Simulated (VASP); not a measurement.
Wanted: the native input for a VASP 6.6.1 run.

```yaml
Task: single point
Functional: PBE
Potentials_or_basis: VASP PAW PBE potentials, release 64 (Sr_sv, Ti_sv, O)
Cutoff: 520 eV
k_mesh: 3 × 3 × 2
Occupations: fermi-dirac, width 0.24 eV
Spin: no spin polarisation
Dipole_correction: no
Further_INCAR_settings: LREAL = Auto; ALGO = Normal; EDIFF = 1e-06; NBANDS = 96
```

The structure of SrTiO3 lies in POSCAR:

```
SrTiO3
1.0
    5.5223300000      0.0000000000      0.0000000000
    0.0000000000      5.5223300000      0.0000000000
    0.0000000000      0.0000000000      7.8452640000
Sr Ti O
4 4 12
Direct
   -0.0349309078      0.4517658307      0.2332490022
    0.4838175191     -0.0417215197      0.2579772969
    0.5394824286     -0.0129474334      0.7343921122
   -0.0411420542      0.4460436084      0.7729758999
    0.0081487343     -0.0508843188     -0.0139447188
   -0.0195026375     -0.0314360062      0.4874150825
    0.4734957889      0.4861172730      0.5017549441
    0.4954068301      0.4651840799      0.0005735945
    0.7101531419      0.2105270782      0.5157379025
    0.2480474727      0.2190923034      0.0464993912
    0.2037364663      0.2505464179      0.4787219398
    0.7685886211      0.2139676550      0.0002676774
    0.0961369567     -0.0965534475      0.7707580013
   -0.0851090029     -0.0253697262      0.2624130941
    0.2326010941      0.6818317630      0.0451355111
    0.7874936847      0.7276457582      0.5554561325
    0.7611098938      0.7114388311     -0.0372071609
    0.2704836545      0.7554601047      0.4811947692
    0.5353175200      0.5469611559      0.2507882463
    0.4789282785      0.4510052822      0.7785206463
```

One way to write it, as run:

INCAR

```
SYSTEM = SrTiO3
ALGO     = Normal         ! electronic algorithm
EDIFF    = 1E-6           ! SCF threshold, eV
ENCUT    = 520            ! plane-wave cutoff, eV
GGA      = PE             ! functional
ISIF     = 2              ! what is computed and relaxed
ISMEAR   = -1             ! smearing method
LASPH    = .True.         ! aspherical terms in the spheres
LCHARG   = .True.         ! write CHGCAR
LELF     = .True.         ! ELF
LREAL    = Auto         
LVHAR    = .True.       
LWAVE    = .False.        ! write WAVECAR
NBANDS   = 96             ! bands
NELM     = 60             ! most SCF steps
PREC     = Accurate       ! precision mode
SIGMA    = 0.24           ! smearing width, eV
```

KPOINTS

```
k-points
0
Gamma
  3 3 2
  0 0 0
```

Potentials or basis: VASP PAW PBE potentials, release 64 (Sr_sv, Ti_sv, O).

The run is started by

```sh
$ cat potpaw_PBE.64/Sr_sv/POTCAR potpaw_PBE.64/Ti_sv/POTCAR potpaw_PBE.64/O/POTCAR > POTCAR
$ mpirun -np 1 vasp_std > vasp.out
```

It gave:

```json
{
  "Pressure": "10.0 GPa",
  "Largest force": "4.044 eV/Å",
  "Band gap on the k mesh": "2.03 eV"
}
```

Caveat: the cell stands under pressure; the atoms stand as in a frame of molecular dynamics; forces of over 1 eV/Å act on the atoms, so gaps and moduli don't describe the material at rest.

Run time: 7.1 min on 1 thread of Intel(R) Xeon(R) Platinum 8488C (Sapphire Rapids), on a shared host, peak memory 0.4 GiB.
